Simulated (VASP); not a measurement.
Here is a VASP 6.6.1 calculation.

Contents of INCAR:

```
ALGO     = Normal         # electronic algorithm
EDIFF    = 1E-6           # SCF threshold, eV
ENCUT    = 520            # plane-wave cutoff, eV
GGA      = PE             # functional
ISIF     = 2              # what is computed and relaxed
ISMEAR   = 0              # smearing method
LASPH    = True           # aspherical terms in the spheres
LCHARG   = True           # write CHGCAR
LELF     = True           # ELF
LREAL    = False          # projectors in reciprocal space
LVHAR    = True         
LWAVE    = False          # write WAVECAR
NBANDS   = 36             # bands
NELECT   = 48.0         
NELM     = 60             # most SCF steps
PREC     = Accurate       # precision mode
SIGMA    = 0.05           # smearing width, eV
```

The input KPOINTS:

```
k-points
0
Gamma
  6 6 6
```

Contents of POSCAR:

```
HC12
1.0
   -3.5715485858     -1.7857742929     -1.7857742929
   -1.7857742929     -3.5715485858      1.7857742929
   -3.5715485858      1.7857742929      1.7857742929
C H
12 1
Direct
    0.9166666667      0.6666666667      0.2500000000
    0.5833333333      0.3333333333      0.2500000000
    0.2500000000      0.0000000000      0.2500000000
    0.0833333333      0.3333333333      0.7500000000
    0.7500000000      0.0000000000      0.7500000000
    0.4166666667      0.6666666667      0.7500000000
    0.5416666667      0.6666666667      0.3750000000
    0.2083333333      0.3333333333      0.3750000000
    0.8750000000      0.0000000000      0.3750000000
    0.7083333333      0.3333333333      0.8750000000
    0.3750000000      0.0000000000      0.8750000000
    0.0416666667      0.6666666667      0.8750000000
    0.7083333333      0.4583333333      0.2500000000
```

Potentials or basis: VASP PAW PBE potentials, release 64 (C, H).

Run with:

```sh
$ cat potpaw_PBE.64/C/POTCAR potpaw_PBE.64/H/POTCAR > POTCAR
$ mpirun -np 1 vasp_std > vasp.out
```

Problem. Predict the largest force.

Solution. 13.568 eV/Å.

Forces on the atoms (eV/Å):
```
C   -1.050 -1.600 -0.589
C    9.531  9.220 -2.107
C    0.602 -0.245 -0.893
C   -0.241  0.058 -0.028
C   -0.170  0.268  0.319
C   -0.225  0.756  0.042
C   -4.191 -3.812 12.329
C   -0.569  0.261  0.853
C   -0.563  0.915  0.018
C    0.781 -0.486 -0.636
C    0.259 -0.399 -0.314
C    0.351 -0.304 -0.198
H   -4.514 -4.632 -8.798
```

Caveat: the cell carries a net charge on a neutralising background, which shifts energy and pressure.
